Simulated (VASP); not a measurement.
Runs of VASP 6.6.1 on GaP. The structure is that of space group F-43m (No. 216), or close to it. The cells are those of the table. 

| cell | gap on the mesh (eV) | pressure (GPa) |
| --- | --- | --- |
| a = 3.828 Å, angles 60.0°, 2 atoms | 1.87 | (b) |
| a = 3.789 Å, angles 60.0°, 2 atoms | 1.80 | 5.1 |
| a = 3.867 Å, angles 60.0°, 2 atoms | 1.93 | (a) |
| a = 3.942 Å, angles 60.0°, 2 atoms | (c) | -5.1 |

Alike in all rows: task single point; level r2SCAN; potentials or basis VASP PAW PBE potentials, release 64 (Ga_d, P); no spin polarisation; k mesh 6 × 6 × 6; cutoff (eV) 520; smearing gaussian 0.01 eV.

Task: Estimate the missing entries.

Result: (a) -0.8; (b) 1.9; (c) 1.76.

Caveats: the PAW data sets were made with another functional, which shifts forces and pressure a little.

A k mesh can miss the band edges, and the runs leave out spin-orbit coupling on Ga.
